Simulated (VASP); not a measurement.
# Al (P6_3/mmc) in VASP: notebook

Runs on Al. Level: PBEsol+D3(BJ). Tasks: single point.

All numbers are computed with VASP 6.6.1; they aren't measurements. Logs are shortened: lines on timing, memory, paths and dates and some standing lists are left out, and cuts for length are marked.

## Step 1: The cell of the first run

Symmetry: P6_3/mmc, No. 194, hexagonal system. The conventional cell has a = 2.745 Å, b = 2.745 Å, c = 9.301 Å, α = 90.00°, β = 90.00°, γ = 120.00°. Al (site symmetry -3m) has 12 Al at 2.75 to 2.81 Å within 3.6 Å. Within 3.6 Å of Al (site symmetry -6m2) lie 12 Al at 2.75 to 2.81 Å.

This isn't the form of Al at room conditions, which is fcc.

## Step 2: Single point, PBEsol+D3(BJ) (biaxial strain in the a-b plane: -2.0 %, then relaxed in part)

The input, INCAR:

```
SYSTEM = Al
PREC = Accurate
ENCUT = 520
EDIFF = 1E-6
ISMEAR = 0
SIGMA = 0.1
LREAL = .False.
LASPH = .True.
NELM = 60
ALGO = Fast
ISIF = 2
LWAVE = .False.
LCHARG = .False.
GGA = PS
IVDW = 12
NBANDS = 14
```

The input, KPOINTS:

```
regular mesh
0
Gamma
  24 24 6
  0 0 0
```

The input, POSCAR:

```
Al
1.0
    2.7450959066      0.0000000000      0.0000000000
   -1.3725479533      2.3773227910      0.0000000000
    0.0000000000      0.0000000000      9.3008362538
Al
4
Direct
    0.0000000000      0.0000000000      0.0000000000
    0.3333333333      0.6666666667      0.2500000000
    0.0000000000      0.0000000000      0.5000000000
    0.6666666667      0.3333333333      0.7500000000
```

Potentials or basis: VASP PAW PBE potentials, release 64 (Al).

On the command line:

```bash
$ cat potpaw_PBE.64/Al/POTCAR > POTCAR
$ mpirun -np 1 vasp_std > vasp.out
```

OUTCAR:

```text
SYSTEM = Al
   PREC = Accurate
   ENCUT = 520
   EDIFF = 1E-6
   ISMEAR = 0
   LREAL = .False.
   LASPH = .True.
   NELM = 60
   ISIF = 2
   GGA = PS
   IVDW = 12
 IVDW          = 12

 ion  position               nearest neighbor table
   1  0.000  0.000  0.000-   2 2.81   4 2.81   4 2.81   2 2.81   4 2.81   2 2.81
   2  0.333  0.667  0.250-   1 2.81   3 2.81   1 2.81   3 2.81   1 2.81   3 2.81
   3  0.000  0.000  0.500-   2 2.81   4 2.81   4 2.81   2 2.81   4 2.81   2 2.81
   4  0.667  0.333  0.750-   1 2.81   3 2.81   1 2.81   3 2.81   1 2.81   3 2.81

  LATTYP: Found a hexagonal cell.
 ALAT       =     2.7450959066
 C/A-ratio  =     3.3881644104

  Lattice vectors:

 A1 = (   2.7450959066,   0.0000000000,   0.0000000000)
 A2 = (  -1.3725479533,   2.3773227910,   0.0000000000)
 A3 = (   0.0000000000,   0.0000000000,   9.3008362538)

Analysis of symmetry for initial positions (statically):
=====================================================================
 Subroutine PRICEL returns:
 Original cell was already a primitive cell.

 Routine SETGRP: Setting up the symmetry group for a
 hexagonal supercell.

 Subroutine GETGRP returns: Found 24 space group operations
 (whereof 12 operations were pure point group operations)
 out of a pool of 24 trial point group operations.

The static configuration has the point symmetry D_3d.
 The point group associated with its full space group is D_6h.

Analysis of symmetry for dynamics (positions and initial velocities):
=====================================================================
 Subroutine PRICEL returns:
 Original cell was already a primitive cell.

 Routine SETGRP: Setting up the symmetry group for a
 hexagonal supercell.

 Subroutine GETGRP returns: Found 24 space group operations
 (whereof 12 operations were pure point group operations)
 out of a pool of 24 trial point group operations.

The dynamic configuration has the point symmetry D_3d.
 The point group associated with its full space group is D_6h.

 Subroutine INISYM returns: Found 24 space group operations
 (whereof 12 operations are pure point group operations),
 and found     1 'primitive' translations

----------------------------------------------------------------------------------------

                                     Primitive cell

  volume of cell :      60.6971

  direct lattice vectors                    reciprocal lattice vectors
     2.745095907  0.000000000  0.000000000     0.364285997  0.210320619  0.000000000
    -1.372547953  2.377322791  0.000000000     0.000000000  0.420641237  0.000000000
     0.000000000  0.000000000  9.300836254     0.000000000  0.000000000  0.107517214

  length of vectors
     2.745095907  2.745095907  9.300836254     0.420641237  0.420641237  0.107517214

  position of ions in fractional coordinates (direct lattice)
     0.000000000  0.000000000  0.000000000
     0.333333333  0.666666667  0.250000000
     0.000000000  0.000000000  0.500000000
     0.666666667  0.333333333  0.750000000

  ion indices of the primitive-cell ions
   primitive index   ion index
                 1           1
                 2           2
                 3           3
                 4           4

----------------------------------------------------------------------------------------

 KPOINTS: regular mesh

Automatic generation of k-mesh.
 Grid dimensions read from file:
 generate k-points for:   24   24    6

 Generating k-lattice:

  Cartesian coordinates                     Fractional coordinates (reciprocal lattice)
     0.015178583  0.008763359  0.000000000     0.041666667  0.000000000  0.000000000
     0.000000000  0.017526718  0.000000000     0.000000000  0.041666667  0.000000000
     0.000000000  0.000000000  0.017919536     0.000000000  0.000000000  0.166666667

  Length of vectors
     0.017526718  0.017526718  0.017919536

  Shift w.r.t. Gamma in fractional coordinates (k-lattice)
     0.000000000  0.000000000  0.000000000

 Subroutine IBZKPT returns following result:
 ===========================================

 Found    244 irreducible k-points:

 Following reciprocal coordinates:
            Coordinates               Weight
  0.000000  0.000000  0.000000      1.000000
  0.041667  0.000000  0.000000      6.000000
  0.083333  0.000000  0.000000      6.000000
  0.125000  0.000000  0.000000      6.000000
  0.166667  0.000000  0.000000      6.000000
  0.208333  0.000000  0.000000      6.000000
[... 16 lines left out ...]
  0.416667  0.041667  0.000000     12.000000
  0.458333  0.041667  0.000000     12.000000
 [... further k-points ...]
   k-points           NKPTS =    244   k-points in BZ     NKDIM =    244   number of bands    NBANDS=     14
   number of dos      NEDOS =    301   number of ions     NIONS =      4
   total plane-waves  NPLWV =  28000
   dimension x,y,z NGX =    20 NGY =   20 NGZ =   70
   dimension x,y,z NGXF=    40 NGYF=   40 NGZF=  140
   ions per type =               4
   NGX,Y,Z   is equivalent  to a cutoff of  12.11, 12.11, 12.51 a.u.
   NGXF,Y,Z  is equivalent  to a cutoff of  24.22, 24.22, 25.02 a.u.
 SYSTEM =  Al
   PREC   = accura    normal or accurate (medium, high low for compatibility)
   ISTART =      0    job   : 0-new  1-cont  2-samecut
   ICHARG =      2    charge: 1-file 2-atom 10-const
   ISPIN  =      1    spin polarized calculation?
   LNONCOLLINEAR =      F non collinear calculations
   LSORBIT =      F    spin-orbit coupling
   LASPH  =      T    aspherical Exc in radial PAW
   ENCUT  =  520.0 eV  38.22 Ry    6.18 a.u.   5.10  5.10 17.29*2*pi/ulx,y,z
   NELM   =     60;   NELMIN=  2; NELMDL= -5     # of ELM steps
   EDIFF  = 0.1E-05   stopping-criterion for ELM
   LREAL  =      F    real-space projection
   EDIFFG = 0.1E-04   stopping-criterion for IOM
   NSW    =      0    number of steps for IOM
   IBRION =     -1    ionic relax: 0-MD 1-quasi-New 2-CG
   NFREE  =      0    steps in history (QN), initial steepest desc. (CG)
   ISIF   =      2    stress and relaxation
   ISYM   =      2    0-nonsym 1-usesym 2-fastsym
   POTIM  = 0.5000    time-step for ionic-motion
   TEBEG  =    0.0;   TEEND  =   0.0 temperature during run
   PSTRESS=    0.0 pullay stress
   NELECT =      12.0000    total number of electrons
   NUPDOWN=      -1.0000    fix difference up-down
   EMIN   =  10.00;   EMAX   =-10.00  energy-range for DOS
   EFERMI =   0.00;   METHOD = LEGACY
   ISMEAR =     0;   SIGMA  =   0.10  broadening in eV -4-tet -1-fermi 0-gaus
   EFERMI_NEDOS =   21; number of points for ismear=-14 and -15
   IALGO  =     68    algorithm
   IMIX   =      4    mixing-type and parameters
     AMIX     =   0.40;   BMIX     =  1.00
     AMIX_MAG =   1.60;   BMIX_MAG =  1.00
  volume/ion in A,a.u.               =      15.17       102.40
  Fermi-wavevector in a.u.,A,eV,Ry     =   0.953702  1.802235 12.375145  0.909547
  Thomas-Fermi vector in A             =   2.082381
   LORBIT       =      0    0 simple, 1 ext, 2 COOP (PROOUT), +10 PAW based schemes
   GGA     = PS    functional components
   LHFCALC =     F    Hartree Fock is set to
   AEXX    =    0.0000 exact exchange contribution
   IVDW    =    12    specifies the selected vdW correction
   LEPSILON=     F    determine dielectric tensor
   LRPA    =     F    only Hartree local field effects (RPA)
 non-spin polarized calculation
 RMM-DIIS sequential band-by-band and
 Gauss-broadening in eV      SIGMA  =   0.10
  energy-cutoff  :      520.00
  volume of cell :       60.70
 maximum number of plane-waves:      1653
   NGX = 11   NGY = 11   NGZ = 35

 number of electron      12.0000000 magnetization

 Free energy of the ion-electron system (eV)
  ---------------------------------------------------
  ext. energy  EPLUGINS =         0.00000000
  ---------------------------------------------------
  free energy    TOTEN  =       -16.22446469 eV

  energy without entropy =      -16.21711035  energy(sigma->0) =      -16.22078752

 E-fermi :   8.8422     XC(G=0): -10.5661

 val. band max:        8.8408951565   @ k =   0.0417   0.0000   0.3333
 cond. band min:       8.8467517621   @ k =   0.2500   0.0000   0.5000
 fundamental gap:      0.0058566056
 Fermi energy:         8.8422470715

 k-point     1 :       0.0000    0.0000    0.0000
  band No.  band energies     occupation
      1      -2.8731      2.00000
      2      -1.1745      2.00000
      3      -1.1737      2.00000
      4       3.7143      2.00000
      5       3.8934      2.00000
      6      11.7503      0.00000
      7      11.7593      0.00000
      8      20.7491      0.00000
      9      20.7491      0.00000
     10      20.7666      0.00000
     11      20.7666      0.00000
     12      20.9485      0.00000
     13      21.6557      0.00000
     14      21.7042      0.00000

 k-point     2 :       0.0417    0.0000    0.0000
  band No.  band energies     occupation
      1      -2.8277      2.00000
      2      -1.1296      2.00000
      3      -1.1289      2.00000
      4       3.7563      2.00000
      5       3.9375      2.00000
      6      11.7876      0.00000
      7      11.7975      0.00000
      8      19.4449      0.00000
      9      19.8910      0.00000
     10      20.5430      0.00000
     11      20.7767      0.00000
     12      20.9778      0.00000
     13      21.2024      0.00000
     14      21.2633      0.00000
[... 343 lines left out ...]
      1       2.0690      2.00000
      2       3.6752      2.00000
      3       3.6850      2.00000
      4       5.1407      2.00000
      5       6.8099      2.00000
      6       6.8381      2.00000
      7       8.4362      2.00000
      8       8.9433      0.15306
      9      11.4640      0.00000
     10      11.7011      0.00000
     11      14.4567      0.00000
     12      15.4365      0.00000
     13      15.9270      0.00000
     14      16.3428      0.00000

 k-point    24 :       0.4583    0.0417    0.0000
  band No.  band energies     occupation
      1       3.0213      2.00000
      2       4.0353      2.00000
      3       4.5516      2.00000
      4       4.5601      2.00000
      5       5.8289      2.00000
      6       5.8374      2.00000
      7       9.3173      0.00000
      8       9.7327      0.00000
      9      10.3940      0.00000
     10      10.7309      0.00000
     11      14.3999      0.00000
     12      15.5315      0.00000
     13      15.9088      0.00000
     14      16.7374      0.00000

 [... further k-points ...]

------------------------ aborting loop because EDIFF is reached ----------------------------------------

 Edisp (eV)   -1.38263

 E8    (eV) :    -0.9311

  FORCE on cell =-STRESS in cart. coord.  units (eV):
  Direction    XX          YY          ZZ          XY          YZ          ZX
  --------------------------------------------------------------------------------------
  -------------------------------------------------------------------------------------
  Total       1.68783     1.68783     0.02525     0.00000     0.00000    -0.00000
  in kB      44.55244    44.55244     0.66639     0.00000     0.00000    -0.00000
  external pressure =       29.92 kB  Pullay stress =        0.00 kB

 VOLUME and BASIS-vectors are now :
 -----------------------------------------------------------------------------
  energy-cutoff  :      520.00
  volume of cell :       60.70
      direct lattice vectors                 reciprocal lattice vectors
     2.745095907  0.000000000  0.000000000     0.364285997  0.210320619  0.000000000
    -1.372547953  2.377322791  0.000000000     0.000000000  0.420641237  0.000000000
     0.000000000  0.000000000  9.300836254     0.000000000  0.000000000  0.107517214

 POSITION                                       TOTAL-FORCE (eV/Angst)
 -----------------------------------------------------------------------------------
      0.00000      0.00000      0.00000         0.000000      0.000000      0.000000
     -0.00000      1.58488      2.32521        -0.000000     -0.000000     -0.000000
      0.00000      0.00000      4.65042         0.000000      0.000000      0.000000
      1.37255      0.79244      6.97563        -0.000000      0.000000      0.000000
 -----------------------------------------------------------------------------------
    total drift:                               -0.000000      0.000000     -0.000000

  FREE ENERGIE OF THE ION-ELECTRON SYSTEM (eV)
  ---------------------------------------------------
  free  energy   TOTEN  =       -17.6070975867 eV

  energy  without entropy=      -17.5997432453  energy(sigma->0) =      -17.60342042
```

Run time: 73 s. Hardware: 1 thread of Intel Xeon 6975P-C (Granite Rapids), shared host; peak memory 0.28 GiB.

What came out:

```yaml
Free_energy: -17.6071 eV
Pressure: 3.0 GPa
Band_gap_on_the_k_mesh: zero (bands 6 and 7 overlap by 5.15 eV)
Dispersion_energy_per_atom: -0.346 eV
```

Stress tensor (GPa, compression positive):
```
4.46 0.00 0.00
0.00 4.46 0.00
0.00 0.00 0.07
```

Caveat: the cell differs from its parent crystal (biaxial strain in the a-b plane: -2.0 %, then relaxed in part); the PAW data sets were made with another functional, which shifts forces and pressure a little.

## Step 3: Single point, PBEsol+D3(BJ) (biaxial strain in the a-b plane: -2.0 %)

The input, INCAR:

```
  ALGO = Fast
  EDIFF = 1E-7
  ENCUT = 520
  GGA = PS
  ISIF = 2
  ISMEAR = 0
  IVDW = 12
  LASPH = True
  LCHARG = True
  LELF = True
  LREAL = False
  LVHAR = True
  LWAVE = False
  NBANDS = 14
  NELM = 80
  PREC = Accurate
  SIGMA = 0.1
```

The input, KPOINTS:

```
k-points
0
Gamma
  24 24 6
```

Changes to POSCAR since step 2:

```diff
@@ -4,3 +4,3 @@
    -1.3725479533      2.3773227910      0.0000000000
-    0.0000000000      0.0000000000      9.3008362538
+    0.0000000000      0.0000000000      9.3031421551
 Al
```

Potentials or basis: VASP PAW PBE potentials, release 64 (Al).

On the command line:

```bash
$ cat potpaw_PBE.64/Al/POTCAR > POTCAR
$ mpirun -np 1 vasp_std > vasp.out
```

OUTCAR:

```text
EDIFF = 1E-7
   ENCUT = 520
   GGA = PS
   ISIF = 2
   ISMEAR = 0
   IVDW = 12
   LASPH = True
   LREAL = False
   NELM = 80
   PREC = Accurate
 IVDW          = 12

 ion  position               nearest neighbor table
   1  0.000  0.000  0.000-   2 2.81   4 2.81   4 2.81   2 2.81   4 2.81   2 2.81
   2  0.333  0.667  0.250-   1 2.81   3 2.81   1 2.81   3 2.81   1 2.81   3 2.81
   3  0.000  0.000  0.500-   2 2.81   4 2.81   4 2.81   2 2.81   4 2.81   2 2.81
[... 616 lines left out ...]
  FORCE on cell =-STRESS in cart. coord.  units (eV):
  Direction    XX          YY          ZZ          XY          YZ          ZX
  --------------------------------------------------------------------------------------
  -------------------------------------------------------------------------------------
  Total       1.68158     1.68158     0.01079     0.00000     0.00000     0.00000
  in kB      44.37654    44.37654     0.28483     0.00000     0.00000     0.00000
  external pressure =       29.68 kB  Pullay stress =        0.00 kB

 VOLUME and BASIS-vectors are now :
 -----------------------------------------------------------------------------
  energy-cutoff  :      520.00
  volume of cell :       60.71
      direct lattice vectors                 reciprocal lattice vectors
     2.745095907  0.000000000  0.000000000     0.364285997  0.210320619  0.000000000
    -1.372547953  2.377322791  0.000000000     0.000000000  0.420641237  0.000000000
     0.000000000  0.000000000  9.303142155     0.000000000  0.000000000  0.107490564

 POSITION                                       TOTAL-FORCE (eV/Angst)
 -----------------------------------------------------------------------------------
      0.00000      0.00000      0.00000        -0.000000      0.000000      0.000000
     -0.00000      1.58488      2.32579        -0.000000      0.000000     -0.000000
      0.00000      0.00000      4.65157        -0.000000      0.000000      0.000000
      1.37255      0.79244      6.97736         0.000000     -0.000000     -0.000000
 -----------------------------------------------------------------------------------
    total drift:                               -0.000000      0.000000     -0.000000

  FREE ENERGIE OF THE ION-ELECTRON SYSTEM (eV)
  ---------------------------------------------------
  free  energy   TOTEN  =       -17.6071022443 eV

  energy  without entropy=      -17.5997222491  energy(sigma->0) =      -17.60341225
```

stdout:

```text
POSCAR found type information on POSCAR Al
 POSCAR found :  1 types and       4 ions
 scaLAPACK will be used
 -----------------------------------------------------------------------------
|                                                                             |
|                                                                             |
|     You enforced a specific xc type in the INCAR file but a different       |
|     I HOPE YOU KNOW WHAT YOU ARE DOING!                                     |
|                                                                             |
 -----------------------------------------------------------------------------

 LDA part: xc-table for (Slater+PW92), standard interpolation
 POSCAR, INCAR and KPOINTS ok, starting setup
 FFT: planning ... GRIDC
 FFT: planning ... GRID_SOFT
 FFT: planning ... GRID
 WAVECAR not read
 entering main loop
```

It took 85 s on 1 thread of Intel Xeon 6975P-C (Granite Rapids), shared host; peak memory 0.28 GiB.

Results:

```yaml
Free_energy: -17.6071 eV
Pressure: 3.0 GPa
Band_gap_on_the_k_mesh: zero (bands 6 and 7 overlap by 5.14 eV)
Dispersion_energy_per_atom: -0.346 eV
```

Stress tensor (GPa, compression positive):
```
4.44 0.00 0.00
0.00 4.44 0.00
0.00 0.00 0.03
```

Caveat: the cell differs from its parent crystal (biaxial strain in the a-b plane: -2.0 %); the PAW data sets were made with another functional, which shifts forces and pressure a little.

## Step 4: Single point, PBEsol+D3(BJ) (biaxial strain in the a-b plane: -1.0 %, then relaxed in part)

The input, INCAR:

```
SYSTEM = Al
PREC = Accurate
ENCUT = 520
EDIFF = 1E-6
ISMEAR = 0
SIGMA = 0.1
LREAL = .False.
LASPH = .True.
NELM = 80
ALGO = Fast
ISIF = 2
LWAVE = .False.
LCHARG = .False.
GGA = PS
IVDW = 12
NBANDS = 14
```

The input, KPOINTS:

```
Automatic mesh
0
Gamma
  24 24 6
  0 0 0
```

The input, POSCAR:

```
Al
1.0
    2.7731070894      0.0000000000      0.0000000000
   -1.3865535447      2.4015811868      0.0000000000
    0.0000000000      0.0000000000      9.2587798462
Al
4
Direct
    0.0000000000      0.0000000000      0.0000000000
    0.3333333333      0.6666666667      0.2500000000
    0.0000000000      0.0000000000      0.5000000000
    0.6666666667      0.3333333333      0.7500000000
```

On the command line:

```bash
$ cat potpaw_PBE.64/Al/POTCAR > POTCAR
$ mpirun -np 1 vasp_std > vasp.out
```

Run time: 70 s. Hardware: 1 thread of Intel Xeon 6975P-C (Granite Rapids), shared host; peak memory 0.3 GiB.

It converged, with:

| Property | Result |
| --- | --- |
| Free energy | -17.6317 eV |
| Pressure | 1.3 GPa |
| Band gap on the k mesh | zero (bands 6 and 7 overlap by 5.30 eV) |
| Dispersion energy per atom | -0.340 eV |

Stress tensor (GPa, compression positive):
```
1.91 0.00 0.00
0.00 1.91 0.00
0.00 0.00 0.08
```

Levels at points of the mesh, in eV from the Fermi level:
```tsv
k point	band 3	band 4	band 5	band 6	band 7	band 8	band 9	band 10
(0.00, 0.00, 0.00)	-9.89	-4.98	-4.74	3.16	3.17	11.54	11.54	11.61
(0.50, 0.00, 0.00)	-4.06	-4.04	-3.33	-3.31	0.79	1.20	1.26	1.63
(0.00, 0.00, 0.50)	-7.77	-7.77	-1.20	-1.20	8.09	8.09	11.85	11.85
(0.50, 0.00, 0.50)	-4.91	-4.91	-1.93	-1.93	-1.25	-1.25	4.58	4.58
```

Caveat: the cell differs from its parent crystal (biaxial strain in the a-b plane: -1.0 %, then relaxed in part); the PAW data sets were made with another functional, which shifts forces and pressure a little.

(Part 1 of 2 ends here.)

The gap in the log of VASP goes by the Fermi energy; the results here count the filled bands.